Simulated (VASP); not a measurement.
A run of VASP 6.6.1 is set up as follows.

INCAR

```
SYSTEM = W
PREC = Accurate ; ENCUT = 520
EDIFF = 1E-7 ; ISMEAR = 0
SIGMA = 0.15 ; LREAL = .False.
LASPH = .True. ; NELM = 100
ALGO = Normal ; ISIF = 2
LWAVE = .False. ; LCHARG = .False.
GGA = PS ; NBANDS = 13
```

KPOINTS

```
Automatic mesh
0
Gamma
  20 20 20
  0 0 0
```

Contents of POSCAR:

```
W
1.0
   -1.5174350000      1.5174350000      1.5973000000
    1.5174350000     -1.5174350000      1.5973000000
    1.5174350000      1.5174350000     -1.5973000000
W
1
Direct
    0.0000000000      0.0000000000      0.0000000000
```

Potentials or basis: VASP PAW PBE potentials, release 64 (W_sv).

Command:

```console
$ cat potpaw_PBE.64/W_sv/POTCAR > POTCAR
$ mpirun -np 1 vasp_std > vasp.out
```

Estimate the band gap on the k mesh.

zero (band 7 reaches 17.97 eV, above the bottom of band 8 at 11.35 eV).

Predict the pressure.

25.2 GPa.

Stress tensor (GPa, compression positive):
```
31.59  0.00  0.00
 0.00 31.59  0.00
 0.00  0.00 12.40
```

Caveat: the cell differs from its parent crystal (strain -0.050 along x and y, +0.000 along z); the PAW data sets were made with another functional, which shifts forces and pressure a little; spin-orbit coupling is left out, which moves the levels of the heavy elements.
